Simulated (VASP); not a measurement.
WSe2, 6 atoms in the cell. The structure is hexagonal, space group P6_3/mmc (No. 194). The conventional cell has a = 3.389 Å, b = 3.389 Å, c = 12.970 Å, α = 90.00°, β = 90.00°, γ = 120.00°. Within 3.4 Å of W (site symmetry -6m2) lie 6 Se at 2.57 Å and 6 W at 3.39 Å. Se (site symmetry 3m) has 3 W at 2.57 Å and 7 Se at 3.35 to 3.39 Å within 3.4 Å.  This cell differs from its parent crystal: equal xx and yy strain of +3 %.

- Program: VASP 6.6.1
- Task: single point
- Functional: PBE
- Potentials or basis: VASP PAW PBE potentials, release 64 (W_sv, Se)
- Cutoff: 520 eV
- k mesh: 11 × 11 × 3
- Occupations: fermi-dirac, width 0.08 eV
- Spin: no spin polarisation
- Dipole correction: no
- Further INCAR settings: ALGO = Normal; EDIFF = 1e-06; NBANDS = 35

Potentials or basis: VASP PAW PBE potentials, release 64 (W_sv, Se).

Run with:

```bash
$ cat potpaw_PBE.64/W_sv/POTCAR potpaw_PBE.64/Se/POTCAR > POTCAR
$ mpirun -np 1 vasp_std > vasp.out
```

Hardware: 1 thread of Intel(R) Xeon(R) Platinum 8488C (Sapphire Rapids) (shared host).

Question: How long does it take, and how much memory?

Answer: It took 120 s on 1 thread of Intel(R) Xeon(R) Platinum 8488C (Sapphire Rapids), with other jobs on the host, peak memory 0.31 GiB. Counts: scf iterations 15, k points 32.
